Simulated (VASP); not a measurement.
A run of VASP 6.6.1 is set up as follows.

The input INCAR:

```
ALGO = Normal
EDIFF = 1E-6
ENCUT = 520
GGA = PE
ISIF = 2
ISMEAR = 0
LASPH = T
LCHARG = F
LREAL = F
LWAVE = F
NBANDS = 26
NELM = 100
PREC = Accurate
SIGMA = 0.02
```

Contents of KPOINTS:

```
k-points
0
Gamma
  9 9 4
```

The input POSCAR:

```
CdS
1.0
    4.0666863198      0.0000000000      0.0000000000
   -2.0333431599      3.5218536622      0.0000000000
    0.0000000000      0.0000000000      6.6175031017
Cd S
2 2
Direct
    0.3333333333      0.6666666667     -0.0007922000
    0.6666666667      0.3333333333      0.4992078000
    0.3333333333      0.6666666667      0.3757922000
    0.6666666667      0.3333333333      0.8757922000
```

Potentials or basis: VASP PAW PBE potentials, release 64 (Cd, S).

Launch:

```console
$ cat potpaw_PBE.64/Cd/POTCAR potpaw_PBE.64/S/POTCAR > POTCAR
$ mpirun -np 1 vasp_std > vasp.out
```

Predict the pressure.

6.7 GPa.

What does it give for the largest force?

0.009 eV/Å.

What does it give for the band gap on the k mesh?

1.34 eV, direct.

Forces on the atoms (eV/Å):
```
Cd   0.000  0.000  0.009
Cd   0.000  0.000  0.009
S    0.000  0.000 -0.009
S    0.000  0.000 -0.009
```
